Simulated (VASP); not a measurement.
# Si3N4 (P-43m) in VASP: further runs

Si3N4 is run at these levels: RPBE+D3(BJ), r2SCAN+rVV10, PBE; tasks: single point, relaxation of cell and atoms.

Everything below comes from runs of VASP 6.6.1. Logs are shortened: lines on timing, memory, paths and dates and some standing lists are left out, and cuts for length are marked.

## (1) The cell of the first run

The structure is cubic, space group P-43m (No. 215). The conventional cell has a = 4.032 Å, b = 4.032 Å, c = 4.032 Å, α = 90.00°, β = 90.00°, γ = 90.00°. Within 2.3 Å of Si (site symmetry -42m) lie 4 N at 1.73 Å. Within 2.3 Å of N (site symmetry 3m) lie 3 Si at 1.73 Å.

## (2) Single point, RPBE+D3(BJ)

INCAR

```
PREC = Accurate
ENCUT = 520
EDIFF = 1E-6
ISMEAR = -1
SIGMA = 0.05
LREAL = False
LASPH = True
NELM = 60
ALGO = Normal
ISIF = 2
LWAVE = False
LCHARG = False
GGA = RP
IVDW = 12
NBANDS = 25
```

KPOINTS

```
regular mesh
0
Gamma
  7 7 7
```

POSCAR

```
Si3N4
1.0
    4.0316574405      0.0000000000      0.0000000000
    0.0000000000      4.0316574405      0.0000000000
    0.0000000000      0.0000000000      4.0316574405
Si N
3 4
Direct
    0.0000000000      0.0000000000      0.5000000000
    0.5000000000      0.0000000000      0.0000000000
    0.0000000000      0.5000000000      0.0000000000
    0.2448354462      0.2448354462      0.7551645538
    0.7551645538      0.7551645538      0.7551645538
    0.2448354462      0.7551645538      0.2448354462
    0.7551645538      0.2448354462      0.2448354462
```

Potentials or basis: VASP PAW PBE potentials, release 64 (Si, N).

The run is started by

```bash
> cat potpaw_PBE.64/Si/POTCAR potpaw_PBE.64/N/POTCAR > POTCAR
> mpirun -np 1 vasp_std > vasp.out
```

OUTCAR:

```text
PREC = Accurate
   ENCUT = 520
   EDIFF = 1E-6
   ISMEAR = -1
   LREAL = False
   LASPH = True
   NELM = 60
   ISIF = 2
   GGA = RP
   IVDW = 12
 IVDW          = 12

 ion  position               nearest neighbor table
   1  0.000  0.000  0.500-   4 1.73   5 1.73   6 1.73   7 1.73   2 2.85   3 2.85   2 2.85   3 2.85
                             3 2.85   3 2.85   2 2.85   2 2.85
   2  0.500  0.000  0.000-   4 1.73   5 1.73   6 1.73   7 1.73   1 2.85   3 2.85   1 2.85   3 2.85
                             1 2.85   3 2.85   1 2.85   3 2.85
   3  0.000  0.500  0.000-   4 1.73   5 1.73   6 1.73   7 1.73   1 2.85   2 2.85   1 2.85   1 2.85
                             2 2.85   1 2.85   2 2.85   2 2.85
   4  0.245  0.245  0.755-   1 1.73   2 1.73   3 1.73
   5  0.755  0.755  0.755-   1 1.73   2 1.73   3 1.73
   6  0.245  0.755  0.245-   1 1.73   2 1.73   3 1.73
   7  0.755  0.245  0.245-   1 1.73   2 1.73   3 1.73

  LATTYP: Found a simple cubic cell.
 ALAT       =     4.0316574405

  Lattice vectors:

 A1 = (   4.0316574405,   0.0000000000,   0.0000000000)
 A2 = (   0.0000000000,   4.0316574405,   0.0000000000)
 A3 = (   0.0000000000,   0.0000000000,   4.0316574405)

Analysis of symmetry for initial positions (statically):
=====================================================================
 Subroutine PRICEL returns:
 Original cell was already a primitive cell.

 Routine SETGRP: Setting up the symmetry group for a
 simple cubic supercell.

 Subroutine GETGRP returns: Found 24 space group operations
 (whereof 24 operations were pure point group operations)
 out of a pool of 48 trial point group operations.

The static configuration has the point symmetry T_d .

Analysis of symmetry for dynamics (positions and initial velocities):
=====================================================================
 Subroutine PRICEL returns:
 Original cell was already a primitive cell.

 Routine SETGRP: Setting up the symmetry group for a
 simple cubic supercell.

 Subroutine GETGRP returns: Found 24 space group operations
 (whereof 24 operations were pure point group operations)
 out of a pool of 48 trial point group operations.

The dynamic configuration has the point symmetry T_d .

 Subroutine INISYM returns: Found 24 space group operations
 (whereof 24 operations are pure point group operations),
 and found     1 'primitive' translations

----------------------------------------------------------------------------------------

                                     Primitive cell

  volume of cell :      65.5316

  direct lattice vectors                    reciprocal lattice vectors
     4.031657441  0.000000000  0.000000000     0.248036946  0.000000000  0.000000000
     0.000000000  4.031657441  0.000000000     0.000000000  0.248036946  0.000000000
     0.000000000  0.000000000  4.031657441     0.000000000  0.000000000  0.248036946

  length of vectors
     4.031657441  4.031657441  4.031657441     0.248036946  0.248036946  0.248036946

  position of ions in fractional coordinates (direct lattice)
     0.000000000  0.000000000  0.500000000
     0.500000000  0.000000000  0.000000000
     0.000000000  0.500000000  0.000000000
     0.244835446  0.244835446  0.755164554
     0.755164554  0.755164554  0.755164554
     0.244835446  0.755164554  0.244835446
     0.755164554  0.244835446  0.244835446

  ion indices of the primitive-cell ions
   primitive index   ion index
                 1           1
                 2           2
                 3           3
                 4           4
                 5           5
                 6           6
                 7           7

----------------------------------------------------------------------------------------

 KPOINTS: regular mesh

Automatic generation of k-mesh.
 Grid dimensions read from file:
 generate k-points for:    7    7    7

 Generating k-lattice:

  Cartesian coordinates                     Fractional coordinates (reciprocal lattice)
     0.035433849  0.000000000  0.000000000     0.142857143  0.000000000  0.000000000
     0.000000000  0.035433849  0.000000000     0.000000000  0.142857143  0.000000000
     0.000000000  0.000000000  0.035433849     0.000000000  0.000000000  0.142857143

  Length of vectors
     0.035433849  0.035433849  0.035433849

  Shift w.r.t. Gamma in fractional coordinates (k-lattice)
     0.000000000  0.000000000  0.000000000

 Subroutine IBZKPT returns following result:
 ===========================================

 Found     20 irreducible k-points:

 Following reciprocal coordinates:
            Coordinates               Weight
  0.000000  0.000000  0.000000      1.000000
  0.142857  0.000000  0.000000      6.000000
  0.285714  0.000000  0.000000      6.000000
  0.428571  0.000000  0.000000      6.000000
  0.142857  0.142857  0.000000     12.000000
  0.285714  0.142857  0.000000     24.000000
[... 12 lines left out ...]
  0.428571  0.428571  0.285714     24.000000
  0.428571  0.428571  0.428571      8.000000
   k-points           NKPTS =     20   k-points in BZ     NKDIM =     20   number of bands    NBANDS=     25
   number of dos      NEDOS =    301   number of ions     NIONS =      7
   total plane-waves  NPLWV =  27000
   dimension x,y,z NGX =    30 NGY =   30 NGZ =   30
   dimension x,y,z NGXF=    60 NGYF=   60 NGZF=   60
   ions per type =               3   4
   NGX,Y,Z   is equivalent  to a cutoff of  12.37, 12.37, 12.37 a.u.
   NGXF,Y,Z  is equivalent  to a cutoff of  24.74, 24.74, 24.74 a.u.
 SYSTEM =  unknown system
   PREC   = accura    normal or accurate (medium, high low for compatibility)
   ISTART =      0    job   : 0-new  1-cont  2-samecut
   ICHARG =      2    charge: 1-file 2-atom 10-const
   ISPIN  =      1    spin polarized calculation?
   LNONCOLLINEAR =      F non collinear calculations
   LSORBIT =      F    spin-orbit coupling
   LASPH  =      T    aspherical Exc in radial PAW
   ENCUT  =  520.0 eV  38.22 Ry    6.18 a.u.   7.50  7.50  7.50*2*pi/ulx,y,z
   NELM   =     60;   NELMIN=  2; NELMDL= -5     # of ELM steps
   EDIFF  = 0.1E-05   stopping-criterion for ELM
   LREAL  =      F    real-space projection
   EDIFFG = 0.1E-04   stopping-criterion for IOM
   NSW    =      0    number of steps for IOM
   IBRION =     -1    ionic relax: 0-MD 1-quasi-New 2-CG
   NFREE  =      0    steps in history (QN), initial steepest desc. (CG)
   ISIF   =      2    stress and relaxation
   ISYM   =      2    0-nonsym 1-usesym 2-fastsym
   POTIM  = 0.5000    time-step for ionic-motion
   TEBEG  =    0.0;   TEEND  =   0.0 temperature during run
   PSTRESS=    0.0 pullay stress
   NELECT =      32.0000    total number of electrons
   NUPDOWN=      -1.0000    fix difference up-down
   EMIN   =  10.00;   EMAX   =-10.00  energy-range for DOS
   EFERMI =   0.00;   METHOD = LEGACY
   ISMEAR =    -1;   SIGMA  =   0.05  broadening in eV -4-tet -1-fermi 0-gaus
   EFERMI_NEDOS =   21; number of points for ismear=-14 and -15
   IALGO  =     38    algorithm
   IMIX   =      4    mixing-type and parameters
     AMIX     =   0.40;   BMIX     =  1.00
     AMIX_MAG =   1.60;   BMIX_MAG =  1.00
  volume/ion in A,a.u.               =       9.36        63.18
  Fermi-wavevector in a.u.,A,eV,Ry     =   1.289163  2.436165 22.612087  1.661941
  Thomas-Fermi vector in A             =   2.421073
   LORBIT       =      0    0 simple, 1 ext, 2 COOP (PROOUT), +10 PAW based schemes
   GGA     = RP    functional components
   LHFCALC =     F    Hartree Fock is set to
   AEXX    =    0.0000 exact exchange contribution
   IVDW    =    12    specifies the selected vdW correction
   LEPSILON=     F    determine dielectric tensor
   LRPA    =     F    only Hartree local field effects (RPA)
 non-spin polarized calculation
  energy-cutoff  :      520.00
  volume of cell :       65.53
 maximum number of plane-waves:      1791
 NGX is ok and might be reduce to    30
   NGX = 15   NGY = 15   NGZ = 15

 number of electron      32.0000004 magnetization

 Free energy of the ion-electron system (eV)
  ---------------------------------------------------
  ext. energy  EPLUGINS =         0.00000000
  ---------------------------------------------------
  free energy    TOTEN  =       -52.55907689 eV

  energy without entropy =      -52.55907689  energy(sigma->0) =      -52.55907689

 E-fermi :   8.8370     XC(G=0): -11.3881

 val. band max:        7.7096724875   @ k =   0.4286   0.4286   0.4286
 cond. band min:      10.4343056264   @ k =   0.0000   0.0000   0.0000
 fundamental gap:      2.7246331390
 Fermi energy:         8.8370440755

 k-point     1 :       0.0000    0.0000    0.0000
  band No.  band energies     occupation
      1     -10.7588      2.00000
      2      -6.6272      2.00000
      3      -6.6272      2.00000
      4      -6.6272      2.00000
      5      -0.9979      2.00000
      6      -0.9979      2.00000
[... 17 lines left out ...]
     24      19.7419      0.00000
     25      19.7419      0.00000

 k-point     2 :       0.1429    0.0000    0.0000
  band No.  band energies     occupation
      1     -10.6360      2.00000
      2      -6.9578      2.00000
      3      -6.6078      2.00000
      4      -6.6078      2.00000
      5      -0.8884      2.00000
      6      -0.6463      2.00000
[... 17 lines left out ...]
     24      19.4228      0.00000
     25      19.8424      0.00000

 k-point     3 :       0.2857    0.0000    0.0000
  band No.  band energies     occupation
      1     -10.2861      2.00000
      2      -7.7062      2.00000
      3      -6.5633      2.00000
      4      -6.5633      2.00000
      5      -0.5914      2.00000
      6       0.1906      2.00000
[... 440 lines left out ...]
 k-point    19 :       0.4286    0.4286    0.2857
  band No.  band energies     occupation
      1      -8.5407      2.00000
      2      -7.8517      2.00000
      3      -7.7456      2.00000
      4      -7.1852      2.00000
      5      -1.0840      2.00000
      6      -0.9237      2.00000
[... 17 lines left out ...]
     24      17.5713      0.00000
     25      18.5563      0.00000

 k-point    20 :       0.4286    0.4286    0.4286
  band No.  band energies     occupation
      1      -8.1719      2.00000
      2      -7.7616      2.00000
      3      -7.7616      2.00000
      4      -7.4168      2.00000
      5      -1.3884      2.00000
      6      -1.3884      2.00000
[... 17 lines left out ...]
     24      18.0449      0.00000
     25      18.0665      0.00000

------------------------ aborting loop because EDIFF is reached ----------------------------------------

 Edisp (eV)   -7.25498

 E8    (eV) :    -3.9108

  FORCE on cell =-STRESS in cart. coord.  units (eV):
  Direction    XX          YY          ZZ          XY          YZ          ZX
  --------------------------------------------------------------------------------------
  -------------------------------------------------------------------------------------
  Total      -0.34442    -0.34442    -0.34442     0.00000    -0.00000    -0.00000
  in kB      -8.42082    -8.42082    -8.42082     0.00000    -0.00000    -0.00000
  external pressure =       -8.42 kB  Pullay stress =        0.00 kB

 VOLUME and BASIS-vectors are now :
 -----------------------------------------------------------------------------
  energy-cutoff  :      520.00
  volume of cell :       65.53
      direct lattice vectors                 reciprocal lattice vectors
     4.031657441  0.000000000  0.000000000     0.248036946  0.000000000  0.000000000
     0.000000000  4.031657441  0.000000000     0.000000000  0.248036946  0.000000000
     0.000000000  0.000000000  4.031657441     0.000000000  0.000000000  0.248036946

 POSITION                                       TOTAL-FORCE (eV/Angst)
 -----------------------------------------------------------------------------------
      0.00000      0.00000      2.01583        -0.000000     -0.000000     -0.000000
      2.01583      0.00000      0.00000         0.000000     -0.000000     -0.000000
      0.00000      2.01583      0.00000        -0.000000     -0.000000     -0.000000
      0.98709      0.98709      3.04456        -0.024568     -0.024568      0.024568
      3.04456      3.04456      3.04456         0.024568      0.024568      0.024568
      0.98709      3.04456      0.98709        -0.024568      0.024568     -0.024568
      3.04456      0.98709      0.98709         0.024568     -0.024568     -0.024568
 -----------------------------------------------------------------------------------
    total drift:                               -0.000000     -0.000000     -0.000000

  FREE ENERGIE OF THE ION-ELECTRON SYSTEM (eV)
  ---------------------------------------------------
  free  energy   TOTEN  =       -59.8140537791 eV

  energy  without entropy=      -59.8140537791  energy(sigma->0) =      -59.81405378
```

Run time: 14 s. Hardware: 1 thread of Intel Xeon 6975P-C (Granite Rapids), shared host; peak memory 0.18 GiB.

What came out:

- Free energy: -59.8141 eV
- Pressure: -0.8 GPa
- Largest force: 0.043 eV/Å
- Band gap on the k mesh: 2.72 eV, indirect (least direct gap 2.92 eV)
- Dispersion energy per atom: -1.036 eV

Forces on the atoms (eV/Å):
```
Si   0.000  0.000  0.000
Si   0.000  0.000  0.000
Si   0.000  0.000  0.000
N   -0.025 -0.025  0.025
N    0.025  0.025  0.025
N   -0.025  0.025 -0.025
N    0.025 -0.025 -0.025
```

Caveat: the PAW data sets were made with another functional, which shifts forces and pressure a little. RPBE gaps usually lie below the measured ones, often by a third to a half.

## (3) Single point, r2SCAN+rVV10

This run uses another cell than the first one, of 9.81 Å³/atom, 1.048 times its volume.

POSCAR

```
Si3N4
1.0
    4.0948273510      0.0000000000      0.0000000000
    0.0000000000      4.0948273510      0.0000000000
    0.0000000000      0.0000000000      4.0948273510
Si N
3 4
Direct
    0.0000000000      0.0000000000      0.5000000000
    0.5000000000      0.0000000000      0.0000000000
    0.0000000000      0.5000000000      0.0000000000
    0.2394382918      0.2394382918      0.7605617082
    0.7605617082      0.7605617082      0.7605617082
    0.2394382918      0.7605617082      0.2394382918
    0.7605617082      0.2394382918      0.2394382918
```

INCAR.step1

```
ALGO = Normal
EDIFF = 1E-4
ENCUT = 520
GGA = PE
ISMEAR = -1
LASPH = True
LCHARG = False
LREAL = False
LWAVE = True
NBANDS = 25
NELM = 100
PREC = Accurate
SIGMA = 0.05
```

INCAR.step2

```
ALGO = Normal
BPARAM = 11.95
CPARAM = 0.0093
EDIFF = 1E-6
ENCUT = 520
ISIF = 2
ISMEAR = -1
ISTART = 1
IVDW_NL = 2
LASPH = True
LCHARG = False
LMIXTAU = True
LREAL = False
LUSE_VDW = True
LWAVE = False
METAGGA = R2SCAN
NBANDS = 25
NELM = 100
PREC = Accurate
SIGMA = 0.05
```

KPOINTS

```
k-points
0
Gamma
  7 7 7
```

Potentials or basis: VASP PAW PBE potentials, release 64 (Si, N).

The run is started by

```bash
> cat potpaw_PBE.64/Si/POTCAR potpaw_PBE.64/N/POTCAR > POTCAR
> cp INCAR.step1 INCAR
> mpirun -np 1 vasp_std > vasp.out
> cp INCAR.step2 INCAR
> mpirun -np 1 vasp_std > vasp.out
```

Wall time 68 s (1 thread of Intel Xeon 6975P-C (Granite Rapids), shared host); peak memory 0.28 GiB.

It converged, with:

* Free energy: -69.6654 eV
* Pressure: 0.0 GPa
* Largest force: 0.005 eV/Å
* Band gap on the k mesh: 3.29 eV, indirect (least direct gap 3.48 eV)

Forces on the atoms (eV/Å):
```
Si   0.000  0.000  0.000
Si   0.000  0.000  0.000
Si   0.000  0.000  0.000
N   -0.003 -0.003  0.003
N    0.003  0.003  0.003
N   -0.003  0.003 -0.003
N    0.003 -0.003 -0.003
```

Levels at points of the mesh, in eV from the valence-band top:
```tsv
k point	band 14	band 15	band 16	band 17	band 18	band 19
(0.00, 0.00, 0.00)	-0.18	-0.18	-0.18	3.29	3.29	3.29
```

Caveat: the PAW data sets were made with another functional, which shifts forces and pressure a little. A k mesh can miss the band edges.

[end of part 1 of 2]
